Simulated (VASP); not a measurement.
# In2SbN (P-6m2) in VASP: relaxation of cell and atoms with PBE

Aim: the relaxation of cell and atoms of In2SbN with PBE.

Everything below comes from runs of VASP 6.6.1. Logs are shortened: lines on timing, memory, paths and dates and some standing lists are left out, and cuts for length are marked.

## 1. The cell of the first run

The structure is hexagonal, space group P-6m2 (No. 187). Conventional cell: a = 4.067 Å, b = 4.067 Å, c = 5.336 Å, α = 90.00°, β = 90.00°, γ = 120.00°. In (site symmetry 3m) has 2 In at 2.63 to 2.70 Å and 3 Sb at 2.69 Å and 3 N at 2.71 Å within 3.5 Å. Within 3.6 Å of Sb (site symmetry -6m2) lie 6 In at 2.69 Å and 6 N at 3.55 Å. Within 3.6 Å of N (site symmetry -6m2) lie 6 In at 2.71 Å and 6 Sb at 3.55 Å.

The cell was generated, and may not be a known phase.

## 2. Relaxation of cell and atoms, PBE

INCAR reads:

```
SYSTEM = In2SbN
ALGO     = Normal         ! electronic algorithm
EDIFF    = 1E-7           ! SCF threshold, eV
EDIFFG   = -0.04          ! ionic threshold
ENCUT    = 700            ! plane-wave cutoff, eV
GGA      = PE             ! functional
GGA_COMPAT= .False.      
IBRION   = 2              ! ionic algorithm
ISIF     = 3              ! what is computed and relaxed
ISMEAR   = 0              ! smearing method
LASPH    = .True.         ! aspherical terms in the spheres
LCHARG   = .False.        ! write CHGCAR
LREAL    = .False.        ! projectors in reciprocal space
LWAVE    = .False.        ! write WAVECAR
NELM     = 120            ! most SCF steps
NELMIN   = 4            
NSW      = 90             ! ionic steps
PREC     = Accurate       ! precision mode
SIGMA    = 0.1            ! smearing width, eV
```

KPOINTS reads:

```
k-points
0
Gamma
  6 6 4
  0 0 0
```

POSCAR reads:

```
In2SbN
1.0
    4.0665597200      0.0000000000      0.0000000000
   -2.0332798600      3.5217440200      0.0000000000
    0.0000000000      0.0000000000      5.3359266000
In Sb N
2 1 1
Direct
    0.0000000000      0.0000000000      0.7468175900
    0.0000000000      0.0000000000      0.2531824100
    0.6666666700      0.3333333300      0.5000000000
    0.3333333300      0.6666666700      0.0000000000
```

Potentials or basis: VASP PAW PBE potentials, release 64 (In_d, Sb_d_GW, N).

Command:

```sh
cat potpaw_PBE.64/In_d/POTCAR potpaw_PBE.64/Sb_d_GW/POTCAR potpaw_PBE.64/N/POTCAR > POTCAR
mpirun -np 1 vasp_std > vasp.out
```

OUTCAR:

```text
SYSTEM = In2SbN
   EDIFF = 1E-7
   EDIFFG = -0.04
   ENCUT = 700
   GGA = PE
   IBRION = 2
   ISIF = 3
   ISMEAR = 0
   LASPH = .True.
   LREAL = .False.
   NELM = 120
   NELMIN = 4
   NSW = 90
   PREC = Accurate

 ion  position               nearest neighbor table
   1  0.000  0.000  0.747-   2 2.63   3 2.69   3 2.69   3 2.69   2 2.70   4 2.71   4 2.71   4 2.71

   2  0.000  0.000  0.253-   1 2.63   3 2.69   3 2.69   3 2.69   1 2.70   4 2.71   4 2.71   4 2.71

   3  0.667  0.333  0.500-   1 2.69   2 2.69   1 2.69   2 2.69   1 2.69   2 2.69
   4  0.333  0.667  0.000-   1 2.71   2 2.71   1 2.71   2 2.71   1 2.71   2 2.71

  LATTYP: Found a hexagonal cell.
 ALAT       =     4.0665597200
 C/A-ratio  =     1.3121476057

  Lattice vectors:

 A1 = (   4.0665597200,   0.0000000000,   0.0000000000)
 A2 = (  -2.0332798600,   3.5217440200,   0.0000000000)
 A3 = (   0.0000000000,   0.0000000000,   5.3359266000)

Analysis of symmetry for initial positions (statically):
=====================================================================
 Subroutine PRICEL returns:
 Original cell was already a primitive cell.

 Routine SETGRP: Setting up the symmetry group for a
 hexagonal supercell.

 Subroutine GETGRP returns: Found 12 space group operations
 (whereof 12 operations were pure point group operations)
 out of a pool of 24 trial point group operations.

The static configuration has the point symmetry D_3h.

Analysis of symmetry for dynamics (positions and initial velocities):
=====================================================================
 Subroutine PRICEL returns:
 Original cell was already a primitive cell.

 Routine SETGRP: Setting up the symmetry group for a
 hexagonal supercell.

 Subroutine GETGRP returns: Found 12 space group operations
 (whereof 12 operations were pure point group operations)
 out of a pool of 24 trial point group operations.

The dynamic configuration has the point symmetry D_3h.

 Subroutine INISYM returns: Found 12 space group operations
 (whereof 12 operations are pure point group operations),
 and found     1 'primitive' translations

----------------------------------------------------------------------------------------

                                     Primitive cell

  volume of cell :      76.4178

  direct lattice vectors                    reciprocal lattice vectors
     4.066559720  0.000000000  0.000000000     0.245908106  0.141975112  0.000000000
    -2.033279860  3.521744020  0.000000000     0.000000000  0.283950223  0.000000000
     0.000000000  0.000000000  5.335926600     0.000000000  0.000000000  0.187408875

  length of vectors
     4.066559720  4.066559717  5.335926600     0.283950223  0.283950223  0.187408875

  position of ions in fractional coordinates (direct lattice)
     0.000000000  0.000000000  0.746817590
     0.000000000  0.000000000  0.253182410
     0.666666670  0.333333330  0.500000000
     0.333333330  0.666666670  0.000000000

  ion indices of the primitive-cell ions
   primitive index   ion index
                 1           1
                 2           2
                 3           3
                 4           4

----------------------------------------------------------------------------------------

 KPOINTS: k-points

Automatic generation of k-mesh.
 Grid dimensions read from file:
 generate k-points for:    6    6    4

 Generating k-lattice:

  Cartesian coordinates                     Fractional coordinates (reciprocal lattice)
     0.040984684  0.023662519  0.000000000     0.166666667  0.000000000  0.000000000
     0.000000000  0.047325037  0.000000000     0.000000000  0.166666667  0.000000000
     0.000000000  0.000000000  0.046852219     0.000000000  0.000000000  0.250000000

  Length of vectors
     0.047325037  0.047325037  0.046852219

  Shift w.r.t. Gamma in fractional coordinates (k-lattice)
     0.000000000  0.000000000  0.000000000

 Subroutine IBZKPT returns following result:
 ===========================================

 Found     21 irreducible k-points:

 Following reciprocal coordinates:
            Coordinates               Weight
  0.000000  0.000000  0.000000      1.000000
  0.166667 -0.000000  0.000000      6.000000
  0.333333 -0.000000  0.000000      6.000000
  0.500000  0.000000  0.000000      3.000000
  0.166667  0.166667  0.000000      6.000000
  0.333333  0.166667  0.000000     12.000000
[... 13 lines left out ...]
  0.333333  0.166667  0.500000     12.000000
  0.333333  0.333333  0.500000      2.000000
   k-points           NKPTS =     21   k-points in BZ     NKDIM =     21   number of bands    NBANDS=     27
   number of dos      NEDOS =    301   number of ions     NIONS =      4
   total plane-waves  NPLWV =  62208
   dimension x,y,z NGX =    36 NGY =   36 NGZ =   48
   dimension x,y,z NGXF=    72 NGYF=   72 NGZF=   96
   ions per type =               2   1   1
   NGX,Y,Z   is equivalent  to a cutoff of  14.72, 14.72, 14.95 a.u.
   NGXF,Y,Z  is equivalent  to a cutoff of  29.43, 29.43, 29.91 a.u.
 SYSTEM =  In2SbN
   PREC   = accura    normal or accurate (medium, high low for compatibility)
   ISTART =      0    job   : 0-new  1-cont  2-samecut
   ICHARG =      2    charge: 1-file 2-atom 10-const
   ISPIN  =      1    spin polarized calculation?
   LNONCOLLINEAR =      F non collinear calculations
   LSORBIT =      F    spin-orbit coupling
   LASPH  =      T    aspherical Exc in radial PAW
   ENCUT  =  700.0 eV  51.45 Ry    7.17 a.u.   8.77  8.77 11.51*2*pi/ulx,y,z
   NELM   =    120;   NELMIN=  4; NELMDL= -5     # of ELM steps
   EDIFF  = 0.1E-06   stopping-criterion for ELM
   LREAL  =      F    real-space projection
   EDIFFG = -.4E-01   stopping-criterion for IOM
   NSW    =     90    number of steps for IOM
   IBRION =      2    ionic relax: 0-MD 1-quasi-New 2-CG
   NFREE  =      1    steps in history (QN), initial steepest desc. (CG)
   ISIF   =      3    stress and relaxation
   ISYM   =      2    0-nonsym 1-usesym 2-fastsym
   POTIM  = 0.5000    time-step for ionic-motion
   TEBEG  =    0.0;   TEEND  =   0.0 temperature during run
   PSTRESS=    0.0 pullay stress
   NELECT =      46.0000    total number of electrons
   NUPDOWN=      -1.0000    fix difference up-down
   EMIN   =  10.00;   EMAX   =-10.00  energy-range for DOS
   EFERMI =   0.00;   METHOD = LEGACY
   ISMEAR =     0;   SIGMA  =   0.10  broadening in eV -4-tet -1-fermi 0-gaus
   EFERMI_NEDOS =   21; number of points for ismear=-14 and -15
   IALGO  =     38    algorithm
   IMIX   =      4    mixing-type and parameters
     AMIX     =   0.40;   BMIX     =  1.00
     AMIX_MAG =   1.60;   BMIX_MAG =  1.00
  volume/ion in A,a.u.               =      19.10       128.92
  Fermi-wavevector in a.u.,A,eV,Ry     =   1.382279  2.612129 25.996603  1.910696
  Thomas-Fermi vector in A             =   2.506985
   LORBIT       =      0    0 simple, 1 ext, 2 COOP (PROOUT), +10 PAW based schemes
   GGA     = PE    functional components
   LHFCALC =     F    Hartree Fock is set to
   AEXX    =    0.0000 exact exchange contribution
   IVDW    =     0    specifies the selected vdW correction
   LEPSILON=     F    determine dielectric tensor
   LRPA    =     F    only Hartree local field effects (RPA)
 conjugate gradient relaxation of ions
 non-spin polarized calculation
 Gauss-broadening in eV      SIGMA  =   0.10
  energy-cutoff  :      700.00
  volume of cell :       76.42
 maximum number of plane-waves:      3230
 NGX is ok and might be reduce to    36
   NGX = 17   NGY = 17   NGZ = 23

--------------------------------------- Ionic step        1  -------------------------------------------

 number of electron      46.0000003 magnetization

 Free energy of the ion-electron system (eV)
  ---------------------------------------------------
  ext. energy  EPLUGINS =         0.00000000
  ---------------------------------------------------
  free energy    TOTEN  =       -12.23288412 eV

  energy without entropy =      -12.22375470  energy(sigma->0) =      -12.22831941

------------------------ aborting loop because EDIFF is reached ----------------------------------------

  FORCE on cell =-STRESS in cart. coord.  units (eV):
  Direction    XX          YY          ZZ          XY          YZ          ZX
  --------------------------------------------------------------------------------------
  -------------------------------------------------------------------------------------
  Total        7.2321045      7.2321044     16.4503874      0.0000000      0.0000000      0.0000000
  in kB      151.6283766    151.6283763    344.8989912      0.0000000      0.0000000      0.0000000
  external PRESSURE =     216.0519147 kB  Pullay stress =       0.0000000 kB
[... 23 lines left out ...]
  energy  without entropy=      -12.2237546963  energy(sigma->0) =      -12.22831941

--------------------------------------- Ionic step        2  -------------------------------------------

 number of electron      46.0000008 magnetization

 E-fermi :   4.0389     XC(G=0):  -9.3372

 val. band max:        4.0339642731   @ k =   0.0000   0.0000   0.5000
 cond. band min:       4.0432358786   @ k =   0.1667   0.1667   0.2500
 fundamental gap:      0.0092716055
 Fermi energy:         4.0388628141

 k-point     1 :       0.0000    0.0000    0.0000
  band No.  band energies     occupation
      1     -24.5775      2.00000
      2     -24.5775      2.00000
      3     -24.5751      2.00000
      4     -24.5725      2.00000
      5     -24.5725      2.00000
      6     -10.6604      2.00000
[... 654 lines left out ...]
  energy  without entropy=      -13.6418444909  energy(sigma->0) =      -13.65341149

--------------------------------------- Ionic step        3  -------------------------------------------

 number of electron      45.9999990 magnetization

 E-fermi :   5.2216     XC(G=0):  -9.8883

 val. band max:        5.2138825777   @ k =   0.0000   0.0000   0.0000
 cond. band min:       5.2439833815   @ k =   0.1667  -0.0000   0.0000
 fundamental gap:      0.0301008038
 Fermi energy:         5.2216093616

 k-point     1 :       0.0000    0.0000    0.0000
  band No.  band energies     occupation
      1     -23.3870      2.00000
      2     -23.3870      2.00000
      3     -23.3856      2.00000
      4     -23.3630      2.00000
      5     -23.3630      2.00000
      6      -9.7015      2.00000
[... 650 lines left out ...]
  FREE ENERGIE OF THE ION-ELECTRON SYSTEM (eV)
  ---------------------------------------------------
  free  energy   TOTEN  =       -13.9198059292 eV

  energy  without entropy=      -13.8944254242  energy(sigma->0) =      -13.90711568

[... ionic steps 4 to 12 ...]

--------------------------------------- Ionic step       13  -------------------------------------------

 number of electron      46.0000001 magnetization

------------------------ aborting loop because EDIFF is reached ----------------------------------------

  FORCE on cell =-STRESS in cart. coord.  units (eV):
  Direction    XX          YY          ZZ          XY          YZ          ZX
  --------------------------------------------------------------------------------------
  -------------------------------------------------------------------------------------
  Total       -0.0126251     -0.0126251     -0.5327742     -0.0000000     -0.0000000      0.0000000
  in kB       -0.2472217     -0.2472217    -10.4326961     -0.0000000     -0.0000000      0.0000000
  external PRESSURE =      -3.6423798 kB  Pullay stress =       0.0000000 kB
[... 61 lines left out ...]
  energy  without entropy=      -15.8559716534  energy(sigma->0) =      -15.85904719

--------------------------------------- Ionic step       15  -------------------------------------------

 number of electron      46.0000002 magnetization

 Free energy of the ion-electron system (eV)
  ---------------------------------------------------
  ext. energy  EPLUGINS =         0.00000000
  ---------------------------------------------------
  free energy    TOTEN  =       -15.86221564 eV

  energy without entropy =      -15.85596400  energy(sigma->0) =      -15.85908982

 E-fermi :   7.5021     XC(G=0): -10.7904

 val. band max:        7.4643660971   @ k =   0.3333   0.1667   0.0000
 cond. band min:       7.6290629660   @ k =   0.1667  -0.0000   0.5000
 fundamental gap:      0.1646968689
 Fermi energy:         7.5020528175

 k-point     1 :       0.0000    0.0000    0.0000
  band No.  band energies     occupation
      1     -21.7864      2.00000
      2     -21.7864      2.00000
      3     -21.7765      2.00000
      4     -21.7445      2.00000
      5     -21.7445      2.00000
      6      -7.4347      2.00000
[... 650 lines left out ...]
  FREE ENERGIE OF THE ION-ELECTRON SYSTEM (eV)
  ---------------------------------------------------
  free  energy   TOTEN  =       -15.8622156399 eV

  energy  without entropy=      -15.8559640008  energy(sigma->0) =      -15.85908982

 reached required accuracy - stopping structural energy minimisation
```

It took 10 min on 1 thread of Intel Xeon Platinum 8488C (Sapphire Rapids), shared host; peak memory 0.31 GiB.

Results:

```
Free energy                           : -15.8622 eV
Relaxed volume                        : 20.37 Å³/atom
Relaxed cell                          : a = 3.411 Å, b = 3.411 Å, c = 8.084 Å, α = 90.00°, β = 90.00°, γ = 120.00°
Space group after relaxing (to 0.1 Å) : P-6m2 (No. 187)
Energy gained by relaxing             : 907.3 meV/atom
Ionic steps                           : 15
Pressure after relaxing               : 0.1 GPa
Largest force after relaxing          : 0.024 eV/Å
Band gap on the k mesh                : zero (bands 23 and 24 overlap by 4.32 eV)
```

Forces on the atoms (eV/Å):
```
In   0.000  0.000 -0.024
In   0.000  0.000  0.024
Sb   0.000  0.000  0.000
N    0.000  0.000  0.000
```

The path:
```tsv
step	energy change (eV)	largest force (eV/Å)	pressure (GPa)	volume (Å³)
1	0.0000	4.3198	21.61	76.42
2	-1.4321	0.6179	-6.65	108.25
3	-1.6869	0.0238	-2.12	95.77
4	-2.1610	0.7371	-2.80	93.64
5	-2.9252	2.4232	-1.03	84.68
6	-3.1853	2.0140	-0.33	82.37
7	-3.3898	1.7075	1.09	79.57
8	-3.2846	0.3050	10.29	73.47
9	-3.5100	1.0872	3.11	77.51
10	-3.5118	0.8433	4.11	76.76
11	-3.6239	0.2186	0.32	80.89
12	-3.6279	0.0757	-0.45	81.92
13	-3.6279	0.0903	-0.36	81.82
14	-3.6292	0.0537	0.23	81.38
15	-3.6293	0.0240	0.07	81.47
```

Final structure:
```
CELL_PARAMETERS angstrom
3.41118 0.00000 0.00000
-1.70559 2.95417 0.00000
0.00000 0.00000 8.08434
ATOMIC_POSITIONS crystal
In 0.00000 0.00000 0.82254
In 0.00000 0.00000 0.17746
Sb 0.66667 0.33333 0.50000
N 0.33333 0.66667 0.00000
```

Caveat: a cell axis changed by over 15 % at a fixed basis, so the end point is rough; spin-orbit coupling is left out, which moves the levels of the heavy elements.

The gap in the log of VASP goes by the Fermi energy; the results here count the filled bands.